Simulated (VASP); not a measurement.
Wanted: the native input for a VASP 6.6.1 run.

- Task: density of states
- Functional: PBE
- Potentials or basis: VASP PAW PBE potentials, release 64 (Na_pv, F)
- Cutoff: 520 eV
- k mesh: 7 × 7 × 7
- Occupations: gaussian, width 0.01 eV
- Spin: no spin polarisation
- Dipole correction: no
- k mesh for the DOS: 11 × 11 × 11
- Occupations for the DOS: tetrahedron
- Further INCAR settings: ALGO = Normal; EDIFF = 1e-06; NBANDS = 14

NaF (Villiaumite):

```
Na F
1.0
     0.00000    2.35052    2.35052
     2.35052    0.00000    2.35052
     2.35052    2.35052    0.00000
Na F
1 1
Direct
  0.00000 0.00000 0.00000
  0.50000 0.50000 0.50000
```

These files were run (other wordings do the same):

POSCAR

```
NaF
1.0
    0.0000000000      2.3505150850      2.3505150850
    2.3505150850      0.0000000000      2.3505150850
    2.3505150850      2.3505150850      0.0000000000
Na F
1 1
Direct
    0.0000000000      0.0000000000      0.0000000000
    0.5000000000      0.5000000000      0.5000000000
```

INCAR.step1

```
SYSTEM = NaF
  ALGO = Normal
  EDIFF = 1E-6
  ENCUT = 520
  GGA = PE
  GGA_COMPAT = .FALSE.
  ISIF = 2
  ISMEAR = 0
  LASPH = .TRUE.
  LCHARG = .TRUE.
  LORBIT = 11
  LREAL = .FALSE.
  LWAVE = .FALSE.
  NBANDS = 14
  NEDOS = 2001
  NELM = 120
  PREC = Accurate
  SIGMA = 0.01
```

KPOINTS.step1

```
k-points
0
G
  7 7 7
  0 0 0
```

INCAR.step2

```
SYSTEM = NaF
  ALGO = Normal
  EDIFF = 1E-6
  ENCUT = 520
  GGA = PE
  GGA_COMPAT = .FALSE.
  ICHARG = 11
  ISIF = 2
  ISMEAR = -5
  LASPH = .TRUE.
  LCHARG = .FALSE.
  LORBIT = 10
  LREAL = .FALSE.
  LWAVE = .FALSE.
  NBANDS = 14
  NEDOS = 2001
  NELM = 120
  PREC = Accurate
  SIGMA = 0.01
```

KPOINTS.step2

```
k-points
0
G
  11 11 11
  0 0 0
```

Potentials or basis: VASP PAW PBE potentials, release 64 (Na_pv, F).

The run is started by

```bash
$ cat potpaw_PBE.64/Na_pv/POTCAR potpaw_PBE.64/F/POTCAR > POTCAR
$ cp INCAR.step1 INCAR
$ cp KPOINTS.step1 KPOINTS
$ mpirun -np 1 vasp_std > vasp.out
$ cp INCAR.step2 INCAR
$ cp KPOINTS.step2 KPOINTS
$ mpirun -np 1 vasp_std > vasp.out
```

It gave:

| Property | Result |
| --- | --- |
| Valence electrons inside the program's atomic spheres | Na 6.04; F 6.10 |

Wall time 34 s on 1 thread of AMD EPYC 7R13, with other jobs on the host, peak memory 0.12 GiB.
